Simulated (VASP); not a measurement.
A run of VASP 6.6.1:

File POSCAR:

```
TePb
1.0
    4.6456710862      0.0000000000      0.0000000000
    0.0000000000      4.6456710862      0.0000000000
    0.0000000000      0.0000000000      6.5834752094
Pb Te
2 2
Direct
    0.0000000000      0.0000000000      0.0000000000
    0.5000000000      0.5000000000      0.5000000000
    0.5000000000      0.5000000000      0.0000000000
    0.0000000000      0.0000000000      0.5000000000
```

File INCAR.step1:

```
SYSTEM = TePb
PREC     = Accurate       ! precision mode
ENCUT    = 550            ! plane-wave cutoff, eV
ISMEAR   = 0              ! smearing method
SIGMA    = 0.02           ! smearing width, eV
LREAL    = .FALSE.        ! projectors in reciprocal space
LASPH    = .TRUE.         ! aspherical terms in the spheres
NELM     = 120            ! most SCF steps
NBANDS   = 28             ! bands
GGA      = PE             ! functional
ALGO     = Normal         ! electronic algorithm
EDIFF    = 1E-5           ! SCF threshold, eV
LWAVE    = .TRUE.         ! write WAVECAR
LCHARG   = .FALSE.        ! write CHGCAR
GGA_COMPAT= .FALSE.
```

INCAR.step2

```
SYSTEM = TePb
PREC     = Accurate       ! precision mode
ENCUT    = 550            ! plane-wave cutoff, eV
EDIFF    = 1E-6           ! SCF threshold, eV
ISMEAR   = 0              ! smearing method
SIGMA    = 0.02           ! smearing width, eV
LREAL    = .FALSE.        ! projectors in reciprocal space
LASPH    = .TRUE.         ! aspherical terms in the spheres
NELM     = 120            ! most SCF steps
ALGO     = Normal         ! electronic algorithm
ISIF     = 2              ! what is computed and relaxed
LWAVE    = .FALSE.        ! write WAVECAR
LCHARG   = .FALSE.        ! write CHGCAR
METAGGA  = R2SCAN         ! meta-GGA
LMIXTAU  = .TRUE.       
NBANDS   = 28             ! bands
ISTART   = 1            
GGA_COMPAT= .FALSE.
```

KPOINTS

```
Automatic mesh
0
G
  6 6 4
  0 0 0
```

Potentials or basis: VASP PAW PBE potentials, release 64 (Pb_d, Te).

The run is started by

```console
$ cat potpaw_PBE.64/Pb_d/POTCAR potpaw_PBE.64/Te/POTCAR > POTCAR
$ cp INCAR.step1 INCAR
$ mpirun -np 1 vasp_std > vasp.out
$ cp INCAR.step2 INCAR
$ mpirun -np 1 vasp_std > vasp.out
```

Hardware: 1 thread of Intel Xeon 8259CL, with other jobs on the host.

Estimate the wall time of this run.

It took 8.1 min on 1 thread of Intel Xeon 8259CL, on a shared host, peak memory 0.33 GiB. Counts: k points 30.
